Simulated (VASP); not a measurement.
Here is a VASP 6.6.1 calculation.

Contents of INCAR:

```
PREC = Accurate
ENCUT = 520
EDIFF = 1E-6
ISMEAR = 0
SIGMA = 0.1
LREAL = False
LASPH = True
NELM = 80
ALGO = Normal
ISIF = 2
LWAVE = False
LCHARG = False
GGA = PE
NBANDS = 39
```

KPOINTS

```
Automatic mesh
0
Gamma
  6 6 8
```

File POSCAR:

```
MoAs3
1.0
    5.9888390082      0.0000000000      0.0000000000
   -2.9944195041      5.1864867203      0.0000000000
    0.0000000000      0.0000000000      4.6821618373
Mo As
2 6
Direct
    0.3333333333      0.6666666667      0.2500000000
    0.6666666667      0.3333333333      0.7500000000
    0.8130787695      0.6261575391      0.2500000000
    0.1869212305      0.8130787695      0.7500000000
    0.3738424609      0.1869212305      0.2500000000
    0.1869212305      0.3738424609      0.7500000000
    0.8130787695      0.1869212305      0.2500000000
    0.6261575391      0.8130787695      0.7500000000
```

Potentials or basis: VASP PAW PBE potentials, release 64 (Mo_sv, As).

Command:

```console
$ cat potpaw_PBE.64/Mo_sv/POTCAR potpaw_PBE.64/As/POTCAR > POTCAR
$ mpirun -np 1 vasp_std > vasp.out
```

(1) What does it give for the largest force?

(2) What does it give for the pressure?

(3) Predict the band gap on the k mesh.

Answers

(1) 0.040 eV/Å.

(2) 0.3 GPa.

(3) zero (bands 29 and 30 overlap by 0.64 eV).
